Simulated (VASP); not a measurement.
# Si2W in VASP: relaxation of the atoms with PBEsol

Aim: the relaxation of the atoms of Si2W with PBEsol.

Everything below comes from runs of VASP 6.6.1. Logs are shortened: lines on timing, memory, paths and dates and some standing lists are left out, and cuts for length are marked.

**1. The cell of the first run**

The cell holds a slab with vacuum, 6 atoms: a = 3.202 Å, b = 3.202 Å, c = 23.495 Å, α = 90.00°, β = 90.00°, γ = 90.00°.

**2. Relaxation of the atoms, PBEsol**

INCAR

```
PREC = Accurate ; ENCUT = 520
EDIFF = 1E-6 ; ISMEAR = 0
SIGMA = 0.1 ; LREAL = F
LASPH = T ; NELM = 60
ALGO = Normal ; ISIF = 2
LWAVE = F ; LCHARG = F
LDIPOL = T ; IDIPOL = 3
DIPOL = 0.5 0.5 0.500 ; GGA = PS
IBRION = 2 ; NSW = 90
EDIFFG = -0.03
```

KPOINTS

```
regular mesh
0
Gamma
  9 9 1
```

POSCAR

```
Si2W
1.0
    3.2024995621      0.0000000000      0.0000000000
    0.0000000000      3.2024995621      0.0000000000
    0.0000000000      0.0000000000     23.4948902205
Si W
4 2
Selective dynamics
Direct
    0.0000000000      0.0000000000      0.3617807923  F F F
    0.0000000000      0.0000000000      0.4718908602  F F F
    0.5000000000      0.5000000000      0.5281091398  T T T
    0.5000000000      0.5000000000      0.6382192077  T T T
    0.5000000000      0.5000000000      0.4168358263  F F F
    0.0000000000      0.0000000000      0.5831641737  T T T
```

Potentials or basis: VASP PAW PBE potentials, release 64 (Si, W_sv).

On the command line:

```
$ cat potpaw_PBE.64/Si/POTCAR potpaw_PBE.64/W_sv/POTCAR > POTCAR
$ mpirun -np 1 vasp_std > vasp.out
```

OUTCAR:

```text
PREC = Accurate
   ENCUT = 520
   EDIFF = 1E-6
   ISMEAR = 0
   LREAL = F
   LASPH = T
   NELM = 60
   ISIF = 2
   GGA = PS
   IBRION = 2
   NSW = 90
   EDIFFG = -0.03

 ion  position               nearest neighbor table
   1  0.000  0.000  0.362-   2 2.59   5 2.61   5 2.61   5 2.61   5 2.61
   2  0.000  0.000  0.472-   1 2.59   5 2.61   5 2.61   5 2.61   5 2.61   6 2.61   3 2.62   3 2.62
                             3 2.62   3 2.62
   3  0.500  0.500  0.528-   4 2.59   6 2.61   6 2.61   6 2.61   6 2.61   5 2.61   2 2.62   2 2.62
                             2 2.62   2 2.62
   4  0.500  0.500  0.638-   3 2.59   6 2.61   6 2.61   6 2.61   6 2.61
   5  0.500  0.500  0.417-   2 2.61   2 2.61   2 2.61   2 2.61   1 2.61   1 2.61   1 2.61   1 2.61
                             3 2.61
   6  0.000  0.000  0.583-   3 2.61   3 2.61   3 2.61   3 2.61   4 2.61   4 2.61   4 2.61   4 2.61
                             2 2.61

  LATTYP: Found a simple tetragonal cell.
 ALAT       =     3.2024995621
 C/A-ratio  =     7.3364226177

  Lattice vectors:

 A1 = (   3.2024995621,   0.0000000000,   0.0000000000)
 A2 = (   0.0000000000,   3.2024995621,   0.0000000000)
 A3 = (   0.0000000000,   0.0000000000,  23.4948902205)

Analysis of symmetry for initial positions (statically):
=====================================================================
 Subroutine PRICEL returns:
 Original cell was already a primitive cell.

 Routine SETGRP: Setting up the symmetry group for a
 simple tetragonal supercell.

 Subroutine GETGRP returns: Found 16 space group operations
 (whereof  8 operations were pure point group operations)
 out of a pool of 16 trial point group operations.

The static configuration has the point symmetry C_4v.
 The point group associated with its full space group is D_4h.

Analysis of symmetry for dynamics (positions and initial velocities):
=====================================================================
 Subroutine PRICEL returns:
 Original cell was already a primitive cell.

 Routine SETGRP: Setting up the symmetry group for a
 simple tetragonal supercell.

 Subroutine GETGRP returns: Found 16 space group operations
 (whereof  8 operations were pure point group operations)
 out of a pool of 16 trial point group operations.

The dynamic configuration has the point symmetry C_4v.
 The point group associated with its full space group is D_4h.

Analysis of constrained symmetry for selective dynamics:
=====================================================================
 Subroutine PRICEL returns:
 Original cell was already a primitive cell.

 Routine SETGRP: Setting up the symmetry group for a
 simple tetragonal supercell.

 Subroutine GETGRP returns: Found  8 space group operations
 (whereof  8 operations were pure point group operations)
 out of a pool of 16 trial point group operations.

The constrained configuration has the point symmetry C_4v.

 Subroutine INISYM returns: Found  8 space group operations
 (whereof  8 operations are pure point group operations),
 and found     1 'primitive' translations

----------------------------------------------------------------------------------------

                                     Primitive cell

  volume of cell :     240.9637

  direct lattice vectors                    reciprocal lattice vectors
     3.202499562  0.000000000  0.000000000     0.312256093  0.000000000  0.000000000
     0.000000000  3.202499562  0.000000000     0.000000000  0.312256093  0.000000000
     0.000000000  0.000000000 23.494890221     0.000000000  0.000000000  0.042562446

  length of vectors
     3.202499562  3.202499562 23.494890221     0.312256093  0.312256093  0.042562446

  position of ions in fractional coordinates (direct lattice)
     0.000000000  0.000000000  0.361780792
     0.000000000  0.000000000  0.471890860
     0.500000000  0.500000000  0.528109140
     0.500000000  0.500000000  0.638219208
[... 64 lines left out ...]
   PREC   = accura    normal or accurate (medium, high low for compatibility)
   ISTART =      0    job   : 0-new  1-cont  2-samecut
   ICHARG =      2    charge: 1-file 2-atom 10-const
   ISPIN  =      1    spin polarized calculation?
   LNONCOLLINEAR =      F non collinear calculations
   LSORBIT =      F    spin-orbit coupling
   LASPH  =      T    aspherical Exc in radial PAW
   ENCUT  =  520.0 eV  38.22 Ry    6.18 a.u.   5.95  5.95 43.68*2*pi/ulx,y,z
   NELM   =     60;   NELMIN=  2; NELMDL= -5     # of ELM steps
   EDIFF  = 0.1E-05   stopping-criterion for ELM
   LREAL  =      F    real-space projection
   EDIFFG = -.3E-01   stopping-criterion for IOM
   NSW    =     90    number of steps for IOM
   IBRION =      2    ionic relax: 0-MD 1-quasi-New 2-CG
   NFREE  =      1    steps in history (QN), initial steepest desc. (CG)
   ISIF   =      2    stress and relaxation
   ISYM   =      2    0-nonsym 1-usesym 2-fastsym
   POTIM  = 0.5000    time-step for ionic-motion
   TEBEG  =    0.0;   TEEND  =   0.0 temperature during run
   PSTRESS=    0.0 pullay stress
   NELECT =      44.0000    total number of electrons
   NUPDOWN=      -1.0000    fix difference up-down
   EMIN   =  10.00;   EMAX   =-10.00  energy-range for DOS
   EFERMI =   0.00;   METHOD = LEGACY
   ISMEAR =     0;   SIGMA  =   0.10  broadening in eV -4-tet -1-fermi 0-gaus
   EFERMI_NEDOS =   21; number of points for ismear=-14 and -15
   IALGO  =     38    algorithm
   IMIX   =      4    mixing-type and parameters
     AMIX     =   0.40;   BMIX     =  1.00
     AMIX_MAG =   1.60;   BMIX_MAG =  1.00
  volume/ion in A,a.u.               =      40.16       271.02
  Fermi-wavevector in a.u.,A,eV,Ry     =   0.928771  1.755122 11.736591  0.862615
  Thomas-Fermi vector in A             =   2.054983
   LORBIT       =      0    0 simple, 1 ext, 2 COOP (PROOUT), +10 PAW based schemes
   GGA     = PS    functional components
   LHFCALC =     F    Hartree Fock is set to
   AEXX    =    0.0000 exact exchange contribution
   IVDW    =     0    specifies the selected vdW correction
   LEPSILON=     F    determine dielectric tensor
   LRPA    =     F    only Hartree local field effects (RPA)
 conjugate gradient relaxation of ions
 non-spin polarized calculation
 Gauss-broadening in eV      SIGMA  =   0.10
  energy-cutoff  :      520.00
  volume of cell :      240.96
 maximum number of plane-waves:      6547
 NGX is ok and might be reduce to    24
   NGX = 11   NGY = 11   NGZ = 87

--------------------------------------- Ionic step        1  -------------------------------------------

 number of electron      43.9999999 magnetization

 Free energy of the ion-electron system (eV)
  ---------------------------------------------------
  ext. energy  EPLUGINS =         0.00000000
  ---------------------------------------------------
  free energy    TOTEN  =       -49.72555746 eV

  energy without entropy =      -49.70388401  energy(sigma->0) =      -49.71472074

------------------------ aborting loop because EDIFF is reached ----------------------------------------

  FORCE on cell =-STRESS in cart. coord.  units (eV):
  Direction    XX          YY          ZZ          XY          YZ          ZX
  --------------------------------------------------------------------------------------
  -------------------------------------------------------------------------------------
  Total       -2.1829408     -2.1829408     -2.7720193      0.0000000      0.0000000      0.0000000
  in kB      -14.5144624    -14.5144624    -18.4312700      0.0000000      0.0000000      0.0000000
  external PRESSURE =     -15.8200649 kB  Pullay stress =       0.0000000 kB
[... 109 lines left out ...]
 number of electron      43.9999999 magnetization

------------------------ aborting loop because EDIFF is reached ----------------------------------------

 vacuum level on the upper side and lower side of the slab       (xc-potential included)        -0.006        -0.009

  FORCE on cell =-STRESS in cart. coord.  units (eV):
  Direction    XX          YY          ZZ          XY          YZ          ZX
  --------------------------------------------------------------------------------------
  -------------------------------------------------------------------------------------
  Total       -1.8364194     -1.8364194     -1.3118794      0.0000000      0.0000000     -0.0000000
  in kB      -12.2104275    -12.2104275     -8.7227400      0.0000000      0.0000000     -0.0000000
  external PRESSURE =     -11.0478650 kB  Pullay stress =       0.0000000 kB
[... 21 lines left out ...]
  FREE ENERGIE OF THE ION-ELECTRON SYSTEM (eV)
  ---------------------------------------------------
  free  energy   TOTEN  =       -49.7436603245 eV

  energy  without entropy=      -49.7224046063  energy(sigma->0) =      -49.73303247

 dipolmoment           0.000000      0.000000      0.003127 electrons x Angstroem

--------------------------------------- Ionic step        5  -------------------------------------------

 number of electron      44.0000000 magnetization

------------------------ aborting loop because EDIFF is reached ----------------------------------------
[... 35 lines left out ...]
--------------------------------------- Ionic step        6  -------------------------------------------

 number of electron      43.9999999 magnetization

 dipolmoment           0.000000      0.000000     -0.002288 electrons x Angstroem

 Free energy of the ion-electron system (eV)
  ---------------------------------------------------
  ext. energy  EPLUGINS =         0.00000000
  ---------------------------------------------------
  free energy    TOTEN  =       -49.74955153 eV

  energy without entropy =      -49.72740119  energy(sigma->0) =      -49.73847636

 E-fermi :   0.8910     XC(G=0):  -5.0831

 val. band max:        0.8848353771   @ k =   0.4444   0.0000   0.0000
 cond. band min:       0.9155238274   @ k =   0.3333   0.0000   0.0000
 fundamental gap:      0.0306884503
 Fermi energy:         0.8910265218

 k-point     1 :       0.0000    0.0000    0.0000
  band No.  band energies     occupation
      1     -72.7442      2.00000
      2     -72.7312      2.00000
      3     -37.0119      2.00000
      4     -36.9977      2.00000
      5     -36.9694      2.00000
      6     -36.9694      2.00000
[... 424 lines left out ...]
     25       3.7783      0.00000
     26       3.9954      0.00000

------------------------ aborting loop because EDIFF is reached ----------------------------------------

 vacuum level on the upper side and lower side of the slab       (xc-potential included)        -0.028         0.011

  FORCE on cell =-STRESS in cart. coord.  units (eV):
  Direction    XX          YY          ZZ          XY          YZ          ZX
  --------------------------------------------------------------------------------------
  -------------------------------------------------------------------------------------
  Total       -1.3501578     -1.3501578     -0.5995954      0.0000000      0.0000000      0.0000000
  in kB       -8.9772544     -8.9772544     -3.9867342      0.0000000      0.0000000      0.0000000
  external PRESSURE =      -7.3137477 kB  Pullay stress =       0.0000000 kB
[... 21 lines left out ...]
  FREE ENERGIE OF THE ION-ELECTRON SYSTEM (eV)
  ---------------------------------------------------
  free  energy   TOTEN  =       -49.7495515271 eV

  energy  without entropy=      -49.7274011935  energy(sigma->0) =      -49.73847636

 reached required accuracy - stopping structural energy minimisation

 vacuum level on the upper side and lower side of the slab         5.465         5.505
```

Wall time 5.8 min (1 thread of Intel Xeon Platinum 8259CL at 2.50GHz (Skylake/Cascade Lake), shared host); peak memory 0.36 GiB.

What came out:

```yaml
Free_energy: -49.7496 eV
Energy_gained_by_relaxing: 4.0 meV/atom
Ionic_steps: 6
Band_gap_on_the_k_mesh: zero (bands 22 and 23 overlap by 0.91 eV)
```

The path:
| step | energy change (eV) | largest force on free atoms (eV/Å) | pressure (GPa) |
| --- | --- | --- | --- |
| 1 | 0.0000 | 0.3669 | -1.58 |
| 2 | -0.0071 | 0.1962 | -1.45 |
| 3 | -0.0124 | 0.2381 | -1.22 |
| 4 | -0.0181 | 0.1862 | -1.10 |
| 5 | -0.0225 | 0.1409 | -0.86 |
| 6 | -0.0240 | 0.0233 | -0.73 |

Final structure:
```
Si W
1.0
     3.20250    0.00000    0.00000
     0.00000    3.20250    0.00000
     0.00000    0.00000   23.49489
Si W
4 2
Direct
  0.00000 0.00000 0.36178
  0.00000 0.00000 0.47189
  0.50000 0.50000 0.52573
  0.50000 0.50000 0.63429
  0.50000 0.50000 0.41684
  0.00000 0.00000 0.58044
```

Levels at points of the mesh, in eV from the Fermi level:
```csv
k point,band 18,band 19,band 20,band 21,band 22,band 23,band 24,band 25,band 26
"(0.00, 0.00, 0.00)",-1.98,-0.57,-0.57,0.55,0.87,0.99,1.09,1.09,1.38
```

Caveat: the PAW data sets were made with another functional, which shifts forces and pressure a little; spin-orbit coupling is left out, which moves the levels of the heavy elements.
